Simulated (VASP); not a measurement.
A run of VASP 6.6.1:

The input POSCAR:

```
NaH
1.0
    0.0000000000      1.9131620544      1.9131620544
    1.9131620544      0.0000000000      1.9131620544
    1.9131620544      1.9131620544      0.0000000000
Na H
1 1
Direct
    0.0000000000      0.0000000000      0.0000000000
    0.2500000000      0.2500000000      0.2500000000
```

The input INCAR.step1:

```
SYSTEM = NaH
  PREC = Accurate
  ENCUT = 520
  ISMEAR = -1
  SIGMA = 0.1
  LREAL = .False.
  LASPH = .True.
  NELM = 100
  NBANDS = 11
  GGA = PE
  ALGO = Normal
  EDIFF = 1E-4
  LWAVE = .True.
  LCHARG = .False.
```

Contents of INCAR.step2:

```
SYSTEM = NaH
  PREC = Accurate
  ENCUT = 520
  EDIFF = 1E-7
  ISMEAR = -1
  SIGMA = 0.1
  LREAL = .False.
  LASPH = .True.
  NELM = 100
  ALGO = Normal
  ISIF = 2
  LWAVE = .False.
  LCHARG = .False.
  METAGGA = R2SCAN
  LMIXTAU = .True.
  NBANDS = 11
  ISTART = 1
```

The input KPOINTS:

```
Automatic mesh
0
Gamma
  16 16 16
  0 0 0
```

Potentials or basis: VASP PAW PBE potentials, release 64 (Na_pv, H).

The run is started by

```bash
$ cat potpaw_PBE.64/Na_pv/POTCAR potpaw_PBE.64/H/POTCAR > POTCAR
$ cp INCAR.step1 INCAR
$ mpirun -np 1 vasp_std > vasp.out
$ cp INCAR.step2 INCAR
$ mpirun -np 1 vasp_std > vasp.out
```

Hardware: 1 thread of Intel(R) Xeon(R) 6975P-C (Granite Rapids), on a shared host.

Problem. How long does it take, and how much memory?

Solution. Wall time 36 s on 1 thread of Intel(R) Xeon(R) 6975P-C (Granite Rapids) (shared host), peak memory 0.13 GiB. Counts: k points 145.
